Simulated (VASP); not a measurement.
# AlN (Cc) in VASP: notebook

The runs below take AlN through single point, with LDA.

All numbers are computed with VASP 6.6.1; they aren't measurements. Logs are shortened: lines on timing, memory, paths and dates and some standing lists are left out, and cuts for length are marked.

## (1) The cell of the first run

Symmetry: Cc, No. 9, monoclinic system. The conventional cell has a = 3.092 Å, b = 5.350 Å, c = 5.082 Å, α = 90.00°, β = 95.65°, γ = 90.00°. Within 2.5 Å of Al (site symmetry 1) lie 4 N at 1.87 to 1.92 Å. N (site symmetry 1) has 4 Al at 1.87 to 1.92 Å within 2.5 Å.

## (2) Single point, LDA (engineering shear strain xz -0.1000, normal strain along z +0.0267)

INCAR reads:

```
ALGO = Normal
EDIFF = 1E-6
ENCUT = 520
GGA = CA
ISIF = 2
ISMEAR = 0
LASPH = True
LCHARG = False
LREAL = False
LWAVE = False
NBANDS = 16
NELM = 80
PREC = Accurate
SIGMA = 0.05
```

KPOINTS reads:

```
k-points
0
Gamma
  9 9 6
```

POSCAR reads:

```
AlN
1.0
    3.0886152983      0.0000000000     -0.1544307649
   -1.5443076491      2.6748193108      0.0772153825
   -0.2471792133      0.0000000000      5.0755779659
Al N
2 2
Direct
    0.3389959786      0.6664393853      0.0043730815
    0.6725565934      0.3335606147      0.5043730815
    0.3287845691      0.6691217102      0.3806269185
    0.6596628589      0.3308782898      0.8806269185
```

Potentials or basis: VASP PAW LDA potentials, release 64 (Al, N).

On the command line:

```console
> cat potpaw_LDA.64/Al/POTCAR potpaw_LDA.64/N/POTCAR > POTCAR
> mpirun -np 1 vasp_std > vasp.out
```

OUTCAR:

```text
EDIFF = 1E-6
   ENCUT = 520
   GGA = CA
   ISIF = 2
   ISMEAR = 0
   LASPH = True
   LREAL = False
   NELM = 80
   PREC = Accurate

 ion  position               nearest neighbor table
   1  0.339  0.666  0.004-   4 1.87   4 1.88   4 1.92   3 1.92   2 2.98   2 2.98   2 3.10   2 3.10
                             2 3.23   2 3.23
   2  0.673  0.334  0.504-   3 1.87   3 1.88   3 1.92   4 1.92   1 2.98   1 2.98   1 3.10   1 3.10
                             1 3.23   1 3.23
   3  0.329  0.669  0.381-   2 1.87   2 1.88   2 1.92   1 1.92
   4  0.660  0.331  0.881-   1 1.87   1 1.88   1 1.92   2 1.92

  LATTYP: Found a base centered monoclinic cell.
 ALAT       =     3.0924736575
 B/A-ratio  =     1.7298897951
 C/A-ratio  =     1.6432130855
 COS(beta)  =    -0.0984598861

  Lattice vectors:

 A1 = (   1.5443076491,  -2.6748193108,  -0.0772153825)
 A2 = (   1.5443076492,   2.6748193108,  -0.0772153824)
 A3 = (  -0.2471792133,   0.0000000000,   5.0755779659)

Analysis of symmetry for initial positions (statically):
=====================================================================
 Subroutine PRICEL returns:
 Original cell was already a primitive cell.

 Routine SETGRP: Setting up the symmetry group for a
 base centered monoclinic supercell.

 Subroutine GETGRP returns: Found  2 space group operations
 (whereof  1 operations were pure point group operations)
 out of a pool of  4 trial point group operations.

The static configuration has the point symmetry C_1 .
 The point group associated with its full space group is C_1h.

Analysis of symmetry for dynamics (positions and initial velocities):
=====================================================================
 Subroutine PRICEL returns:
 Original cell was already a primitive cell.

 Routine SETGRP: Setting up the symmetry group for a
 base centered monoclinic supercell.

 Subroutine GETGRP returns: Found  2 space group operations
 (whereof  1 operations were pure point group operations)
 out of a pool of  4 trial point group operations.

The dynamic configuration has the point symmetry C_1 .
 The point group associated with its full space group is C_1h.

 Subroutine INISYM returns: Found  2 space group operations
 (whereof  1 operations are pure point group operations),
 and found     1 'primitive' translations

----------------------------------------------------------------------------------------

                                     Primitive cell

  volume of cell :      41.8297

  direct lattice vectors                    reciprocal lattice vectors
     3.088615298  0.000000000 -0.154430765     0.324559983  0.186928514  0.015805980
    -1.544307649  2.674819311  0.077215382     0.000000000  0.373857029  0.000000000
    -0.247179213  0.000000000  5.075577966     0.009875141 -0.000000000  0.197502814

  length of vectors
     3.092473657  3.089580340  5.081593180     0.374875021  0.373857029  0.197749538

  position of ions in fractional coordinates (direct lattice)
     0.338995979  0.666439385  0.004373081
     0.672556593  0.333560615  0.504373081
     0.328784569  0.669121710  0.380626918
     0.659662859  0.330878290  0.880626918

  ion indices of the primitive-cell ions
   primitive index   ion index
                 1           1
                 2           2
                 3           3
                 4           4

----------------------------------------------------------------------------------------

 KPOINTS: k-points

Automatic generation of k-mesh.
 Grid dimensions read from file:
 generate k-points for:    9    9    6

 Generating k-lattice:

  Cartesian coordinates                     Fractional coordinates (reciprocal lattice)
     0.036062220  0.020769835  0.001756220     0.111111111 -0.000000000  0.000000000
     0.000000000  0.041539670  0.000000000     0.000000000  0.111111111  0.000000000
     0.001645857 -0.000000000  0.032917136     0.000000000 -0.000000000  0.166666667

  Length of vectors
     0.041652780  0.041539670  0.032958256

  Shift w.r.t. Gamma in fractional coordinates (k-lattice)
     0.000000000  0.000000000  0.000000000

 Subroutine IBZKPT returns following result:
 ===========================================

 Found    140 irreducible k-points:

 Following reciprocal coordinates:
            Coordinates               Weight
  0.000000  0.000000  0.000000      1.000000
  0.111111 -0.000000  0.000000      4.000000
  0.222222 -0.000000  0.000000      4.000000
  0.333333  0.000000  0.000000      4.000000
  0.444444 -0.000000  0.000000      4.000000
  0.000000  0.111111  0.000000      2.000000
[... 16 lines left out ...]
  0.333333  0.333333  0.000000      2.000000
  0.000000  0.444444  0.000000      2.000000
 [... further k-points ...]
   k-points           NKPTS =    140   k-points in BZ     NKDIM =    140   number of bands    NBANDS=     16
   number of dos      NEDOS =    301   number of ions     NIONS =      4
   total plane-waves  NPLWV =  23040
   dimension x,y,z NGX =    24 NGY =   24 NGZ =   40
   dimension x,y,z NGXF=    48 NGYF=   48 NGZF=   80
   ions per type =               2   2
   NGX,Y,Z   is equivalent  to a cutoff of  12.90, 12.91, 13.09 a.u.
   NGXF,Y,Z  is equivalent  to a cutoff of  25.80, 25.83, 26.17 a.u.
 SYSTEM =  unknown system
   PREC   = accura    normal or accurate (medium, high low for compatibility)
   ISTART =      0    job   : 0-new  1-cont  2-samecut
   ICHARG =      2    charge: 1-file 2-atom 10-const
   ISPIN  =      1    spin polarized calculation?
   LNONCOLLINEAR =      F non collinear calculations
   LSORBIT =      F    spin-orbit coupling
   LASPH  =      T    aspherical Exc in radial PAW
   ENCUT  =  520.0 eV  38.22 Ry    6.18 a.u.   5.75  5.74  9.45*2*pi/ulx,y,z
   NELM   =     80;   NELMIN=  2; NELMDL= -5     # of ELM steps
   EDIFF  = 0.1E-05   stopping-criterion for ELM
   LREAL  =      F    real-space projection
   EDIFFG = 0.1E-04   stopping-criterion for IOM
   NSW    =      0    number of steps for IOM
   IBRION =     -1    ionic relax: 0-MD 1-quasi-New 2-CG
   NFREE  =      0    steps in history (QN), initial steepest desc. (CG)
   ISIF   =      2    stress and relaxation
   ISYM   =      2    0-nonsym 1-usesym 2-fastsym
   POTIM  = 0.5000    time-step for ionic-motion
   TEBEG  =    0.0;   TEEND  =   0.0 temperature during run
   PSTRESS=    0.0 pullay stress
   NELECT =      16.0000    total number of electrons
   NUPDOWN=      -1.0000    fix difference up-down
   EMIN   =  10.00;   EMAX   =-10.00  energy-range for DOS
   EFERMI =   0.00;   METHOD = LEGACY
   ISMEAR =     0;   SIGMA  =   0.05  broadening in eV -4-tet -1-fermi 0-gaus
   EFERMI_NEDOS =   21; number of points for ismear=-14 and -15
   IALGO  =     38    algorithm
   IMIX   =      4    mixing-type and parameters
     AMIX     =   0.40;   BMIX     =  1.00
     AMIX_MAG =   1.60;   BMIX_MAG =  1.00
  volume/ion in A,a.u.               =      10.46        70.57
  Fermi-wavevector in a.u.,A,eV,Ry     =   1.188374  2.245701 19.214595  1.412233
  Thomas-Fermi vector in A             =   2.324505
   LORBIT       =      0    0 simple, 1 ext, 2 COOP (PROOUT), +10 PAW based schemes
   GGA     = CA    functional components
   LHFCALC =     F    Hartree Fock is set to
   AEXX    =    0.0000 exact exchange contribution
   IVDW    =     0    specifies the selected vdW correction
   LEPSILON=     F    determine dielectric tensor
   LRPA    =     F    only Hartree local field effects (RPA)
 non-spin polarized calculation
 Gauss-broadening in eV      SIGMA  =   0.05
  energy-cutoff  :      520.00
  volume of cell :       41.83
 maximum number of plane-waves:      1146
   NGX = 11   NGY = 11   NGZ = 19

 number of electron      16.0000001 magnetization

 Free energy of the ion-electron system (eV)
  ---------------------------------------------------
  ext. energy  EPLUGINS =         0.00000000
  ---------------------------------------------------
  free energy    TOTEN  =       -32.67896417 eV

  energy without entropy =      -32.67896417  energy(sigma->0) =      -32.67896417

 E-fermi :   6.2401     XC(G=0): -11.2464

 val. band max:        6.0282577019   @ k =   0.0000   0.0000   0.0000
 cond. band min:       9.9687016449   @ k =   0.0000   0.0000   0.0000
 fundamental gap:      3.9404439430
 Fermi energy:         6.2401125644

 k-point     1 :       0.0000    0.0000    0.0000
  band No.  band energies     occupation
      1      -9.1284      2.00000
      2      -6.9927      2.00000
      3      -0.2381      2.00000
      4       5.1427      2.00000
      5       5.1791      2.00000
      6       5.4906      2.00000
[... 8 lines left out ...]
     15      18.7125      0.00000
     16      18.7285      0.00000

 k-point     2 :       0.1111   -0.0000    0.0000
  band No.  band energies     occupation
      1      -8.9643      2.00000
      2      -6.8971      2.00000
      3      -0.0431      2.00000
      4       4.4418      2.00000
      5       4.9208      2.00000
      6       4.9871      2.00000
[... 8 lines left out ...]
     15      18.5107      0.00000
     16      18.9268      0.00000

 k-point     3 :       0.2222   -0.0000    0.0000
  band No.  band energies     occupation
      1      -8.4978      2.00000
      2      -6.6528      2.00000
      3       0.5175      2.00000
      4       2.8850      2.00000
      5       3.6921      2.00000
      6       4.5462      2.00000
[... 8 lines left out ...]
     15      18.3589      0.00000
     16      18.8673      0.00000

 k-point     4 :       0.3333    0.0000    0.0000
  band No.  band energies     occupation
      1      -7.8229      2.00000
      2      -6.4012      2.00000
      3       1.2448      2.00000
      4       1.4750      2.00000
      5       2.5253      2.00000
      6       4.1611      2.00000
[... 8 lines left out ...]
     15      18.2771      0.00000
     16      20.1013      0.00000
[... 324 lines left out ...]
 k-point    22 :       0.2222    0.3333    0.0000
  band No.  band energies     occupation
      1      -6.8977      2.00000
      2      -6.3241      2.00000
      3       0.9436      2.00000
      4       1.8696      2.00000
      5       2.6023      2.00000
      6       2.8084      2.00000
[... 8 lines left out ...]
     15      18.5932      0.00000
     16      20.2649      0.00000

 k-point    23 :       0.3333    0.3333    0.0000
  band No.  band energies     occupation
      1      -6.5141      2.00000
      2      -6.5067      2.00000
      3       1.0763      2.00000
      4       1.9727      2.00000
      5       2.0478      2.00000
      6       2.9994      2.00000
[... 8 lines left out ...]
     15      19.0233      0.00000
     16      20.3991      0.00000

 k-point    24 :       0.0000    0.4444    0.0000
  band No.  band energies     occupation
      1      -7.1842      2.00000
      2      -6.3455      2.00000
      3       0.5273      2.00000
      4       1.7173      2.00000
      5       2.3041      2.00000
      6       3.9834      2.00000
[... 8 lines left out ...]
     15      18.5907      0.00000
     16      20.7230      0.00000

 [... further k-points ...]
[... 5 lines left out ...]
  --------------------------------------------------------------------------------------
  -------------------------------------------------------------------------------------
  Total       -0.9319350     -0.4283516     -2.0827243     -0.0000000     -0.0000000      2.7479476
  in kB      -35.6953143    -16.4068799    -79.7732666     -0.0000000     -0.0000000    105.2528938
  external PRESSURE =     -43.9584869 kB  Pullay stress =       0.0000000 kB

 VOLUME and BASIS-vectors are now :
 -----------------------------------------------------------------------------
  energy-cutoff  :      520.00
  volume of cell :       41.83
      direct lattice vectors                 reciprocal lattice vectors
     3.088615298  0.000000000 -0.154430765     0.324559983  0.186928514  0.015805980
    -1.544307649  2.674819311  0.077215382     0.000000000  0.373857029  0.000000000
    -0.247179213  0.000000000  5.075577966     0.009875141 -0.000000000  0.197502814

 POSITION                                       TOTAL-FORCE (eV/Angst)
 -----------------------------------------------------------------------------------
      0.01676      1.78260      0.02130         0.012389     -0.003971      0.004432
      1.43748      0.89221      2.48188         0.012389      0.003971      0.004432
     -0.11192      1.78978      1.93279        -0.012389     -0.002161     -0.004432
      1.30879      0.88504      4.39337        -0.012389      0.002161     -0.004432
 -----------------------------------------------------------------------------------
    total drift:                                0.000061      0.000000      0.000157

  FREE ENERGIE OF THE ION-ELECTRON SYSTEM (eV)
  ---------------------------------------------------
  free  energy   TOTEN  =       -32.6789641672 eV

  energy  without entropy=      -32.6789641672  energy(sigma->0) =      -32.67896417
```

Wall time 23 s (1 thread of Intel Xeon 6975P-C (Granite Rapids), shared host); peak memory 0.19 GiB.

Results:

| Property | Result |
| --- | --- |
| Free energy | -32.6790 eV |
| Pressure | -4.4 GPa |
| Largest force | 0.014 eV/Å |
| Band gap on the k mesh | 3.94 eV, direct |

Forces in eV/Å, atoms in the order of the input:
```
Al   0.012 -0.004  0.004
Al   0.012  0.004  0.004
N   -0.012 -0.002 -0.004
N   -0.012  0.002 -0.004
```

Caveat: the cell differs from its parent crystal (engineering shear strain xz -0.1000, normal strain along z +0.0267). A k mesh can miss the band edges.

## (3) Single point, LDA (engineering shear strain xz -0.2000, normal strain along z +0.0400)

INCAR reads:

```
PREC = Accurate
ENCUT = 520
EDIFF = 1E-7
ISMEAR = 0
SIGMA = 0.05
LREAL = F
LASPH = T
NELM = 80
ALGO = Normal
ISIF = 2
LWAVE = F
LCHARG = F
GGA = CA
NBANDS = 16
```

KPOINTS reads:

```
regular mesh
0
Gamma
  9 9 6
```

POSCAR reads:

```
AlN
1.0
    3.0886152983      0.0000000000     -0.3088615298
   -1.5443076491      2.6748193108      0.1544307649
   -0.4943584266      0.0000000000      5.1413276366
Al N
2 2
Direct
    0.3445242992      0.6655698200      0.0071271292
    0.6789544792      0.3344301800      0.5071271292
    0.3264617934      0.6764023653      0.3778728708
    0.6500594281      0.3235976347      0.8778728708
```

Potentials or basis: VASP PAW LDA potentials, release 64 (Al, N).

On the command line:

```console
> cat potpaw_LDA.64/Al/POTCAR potpaw_LDA.64/N/POTCAR > POTCAR
> mpirun -np 1 vasp_std > vasp.out
```

Run time: 26 s. Hardware: 1 thread of Intel Xeon 6975P-C (Granite Rapids), shared host; peak memory 0.19 GiB.

It converged, with:

```yaml
Free_energy: -32.2780 eV
Pressure: -6.5 GPa
Largest_force: 0.022 eV/Å
Band_gap_on_the_k_mesh: 3.36 eV, direct
```

Forces on the atoms (eV/Å):
```
Al   0.020 -0.009  0.002
Al   0.020  0.009  0.002
N   -0.020 -0.001 -0.002
N   -0.020  0.001 -0.002
```

Stress tensor (GPa, compression positive):
```
-8.95  0.00 19.32
 0.00 -1.74  0.00
19.32  0.00 -8.80
```

Levels at points of the mesh, in eV from the valence-band top:
```
           k point  band 5  band 6  band 7  band 8  band 9  band 10  band 11  band 12
(0.00, 0.00, 0.00)   -0.98   -0.87   -0.47    0.00    3.36     6.26     9.03    10.52
(0.00, 0.00, 0.50)   -1.03   -1.03   -0.50   -0.50    5.56     5.56     9.56     9.56
```

Caveat: the cell differs from its parent crystal (engineering shear strain xz -0.2000, normal strain along z +0.0400).
